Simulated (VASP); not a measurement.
# TaN: single point with r2SCAN+D3(BJ)

TaN:

```
CELL_PARAMETERS angstrom
5.09208 0.00000 0.00000
-2.54604 4.40987 0.00000
0.00000 0.00000 3.03103
ATOMIC_POSITIONS crystal
Ta 0.33333 0.66667 0.50000
Ta 0.66667 0.33333 0.50000
Ta 0.00000 0.00000 0.00000
N 0.39285 0.00000 0.00000
N 0.60715 0.60715 0.00000
N 0.00000 0.39285 0.00000
```

```yaml
Program: VASP 6.6.1
Task: single point
Functional: r2SCAN
Dispersion: D3(BJ)
Potentials_or_basis: VASP PAW PBE potentials, release 64 (Ta_pv, N)
Cutoff: 520 eV
k_mesh: 8 × 8 × 12
Occupations: fermi-dirac, width 0.1 eV
Spin: no spin polarisation
```

```yaml
Pressure: -0.8 GPa
Largest_force: 0.286 eV/Å
Band_gap_on_the_k_mesh: zero (bands 24 and 25 overlap by 2.26 eV)
Dispersion_energy_per_atom: -0.209 eV
```

Forces on the atoms (eV/Å):
```
Ta   0.000  0.000  0.000
Ta   0.000  0.000  0.000
Ta   0.000  0.000  0.000
N    0.286  0.000  0.000
N   -0.143 -0.248  0.000
N   -0.143  0.248  0.000
```

Stress tensor (GPa, compression positive):
```
  9.21   0.00   0.00
  0.00   9.21   0.00
  0.00   0.00 -20.86
```

Levels at points of the mesh, in eV from the Fermi level:
| k point | band 21 | band 22 | band 23 | band 24 | band 25 | band 26 | band 27 | band 28 |
| --- | --- | --- | --- | --- | --- | --- | --- | --- |
| (0.00, 0.00, 0.00) | -4.76 | -3.97 | -1.50 | -0.87 | -0.87 | 0.16 | 0.16 | 1.68 |
| (0.50, 0.00, 0.00) | -4.19 | -3.73 | -2.81 | -2.61 | 0.88 | 1.72 | 2.12 | 2.17 |
| (0.00, 0.00, 0.50) | -4.63 | -3.04 | -3.04 | 1.03 | 2.24 | 2.24 | 2.71 | 2.71 |
| (0.50, 0.00, 0.50) | -4.00 | -3.46 | -2.41 | -0.76 | 0.54 | 1.65 | 2.90 | 3.02 |

Wall time 14 min on 1 thread of Intel Xeon 8259CL, with other jobs on the host, peak memory 0.29 GiB.

Caveat: the PAW data sets were made with another functional, which shifts forces and pressure a little; spin-orbit coupling is left out, which moves the levels of the heavy elements.
